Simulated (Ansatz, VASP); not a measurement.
Si2Ni: VASP beside Ansatz

```
Si Ni
1.0
     0.00000    2.80512    2.72341
     2.80512    0.00000    2.72341
     2.80512    2.80512    0.00000
Si Ni
2 1
Direct
  0.25000 0.25000 0.25000
  0.75000 0.75000 0.75000
  0.00000 0.00000 0.00000
```

Change from the starting cell: strain +0.030 along x and y, +0.000 along z, atoms carried along.

Alike in both runs: task single point; functional PBE; k mesh 16 × 16 × 16; occupations gaussian, width 0.15 eV; no spin polarisation.

|  | VASP | Ansatz |
| --- | --- | --- |
| version | VASP 6.6.1 | Ansatz 0.2.0 |
| potentials or method | VASP PAW PBE potentials, release 64 (Si, Ni), cutoff 520 eV | scalar-relativistic, plane waves, PAW |
| valence electrons in the cell | 18 | 26 |

```csv
,VASP,Ansatz,Ansatz less VASP
gap on the k mesh at the Fermi level (eV),none,none,-
pressure (GPa),-7.6,-7.5,+0.08
"traceless stress, the component that is largest in VASP (GPa)",0.95,0.96,+0.015
```

A gap of «none» marks a metal or a gap that the smearing closes. VASP's potentials hold 18 valence electrons a cell and Ansatz's 26, so a difference there can come from the potentials and not from the codes.
